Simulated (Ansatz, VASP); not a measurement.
Two plane-wave programs on MgO

The input INCAR:

```
PREC = Accurate
ENCUT = 520
EDIFF = 1E-6
ISMEAR = 0
SIGMA = 0.05
LREAL = False
LASPH = True
NELM = 100
ALGO = Normal
ISIF = 2
LWAVE = False
LCHARG = False
GGA = PS
NBANDS = 26
```

The input KPOINTS:

```
regular mesh
0
Gamma
  6 6 6
```

Contents of POSCAR:

```
MgO
1.0
    4.2149416169      0.0000000000      0.0000000000
    0.0000000000     -4.2149416169      0.0000000000
    0.0000000000      0.0000000000     -4.2149416169
Mg O
4 4
Direct
   -0.0355655312      0.0355655312      0.1005945132
    0.5000000000      0.5000000000      0.0000000000
    0.5000000000      0.0000000000      0.5000000000
    0.0000000000      0.5000000000      0.5000000000
    0.5000000000      0.0000000000      0.0000000000
    0.0000000000      0.5000000000      0.0000000000
    0.0000000000      0.0000000000      0.5000000000
    0.5000000000      0.5000000000      0.5000000000
```

Input for Ansatz:

```yaml
crystal:
  lattice:
    - [4.2149416169, 0.0, 0.0]
    - [0.0, -4.2149416169, 0.0]
    - [0.0, 0.0, -4.2149416169]
  atoms:
    - { symbol: Mg, position: [-0.0355655312, 0.0355655312, 0.1005945132] }
    - { symbol: Mg, position: [0.5, 0.5, 0.0] }
    - { symbol: Mg, position: [0.5, 0.0, 0.5] }
    - { symbol: Mg, position: [0.0, 0.5, 0.5] }
    - { symbol: O, position: [0.5, 0.0, 0.0] }
    - { symbol: O, position: [0.0, 0.5, 0.0] }
    - { symbol: O, position: [0.0, 0.0, 0.5] }
    - { symbol: O, position: [0.5, 0.5, 0.5] }
basis:
  ecutwfc: 420
kpoints:
  mp_grid: { grid: [6, 6, 6] }
hamiltonian:
  xc: pbesol
  pseudopotentials: { kind: paw, azcp: { folder: soft_1 } }
scf:
  occupations: { method: gaussian, width: 0.05 }
output:
  forces: true
  stress: true
  eigenvalues: true
```

Alike in both runs: task single point; functional PBEsol; k mesh 6 × 6 × 6; occupations gaussian, width 0.05 eV; no spin polarisation.

|  | VASP | Ansatz |
| --- | --- | --- |
| version | VASP 6.6.1 | Ansatz 0.2.0 |
| potentials or method | VASP PAW PBE potentials, release 64 (Mg, O), cutoff 520 eV | scalar-relativistic, plane waves, PAW |
| valence electrons in the cell | 32 | 64 |

```csv
,VASP,Ansatz,Ansatz less VASP
gap on the k mesh at the Fermi level (eV),4.55,4.55,+0.003
least direct gap on the mesh (eV),4.55,4.55,+0.003
pressure (GPa),7.0,7.2,+0.23
"traceless stress, the component that is largest in VASP (GPa)",10.49,10.07,-0.416
rms of the force components (eV/Å),1.806,1.750,-0.0569
```

VASP's potentials were made for PBE, not for PBEsol, and Ansatz warns of the same on its side. Atom by atom the forces differ by 0.058 eV/Å (rms over components). With one functional, cell and mesh, what is left measures potentials, basis and numerics. VASP's potentials hold 32 valence electrons a cell and Ansatz's 64, so a difference there can come from the potentials and not from the codes.
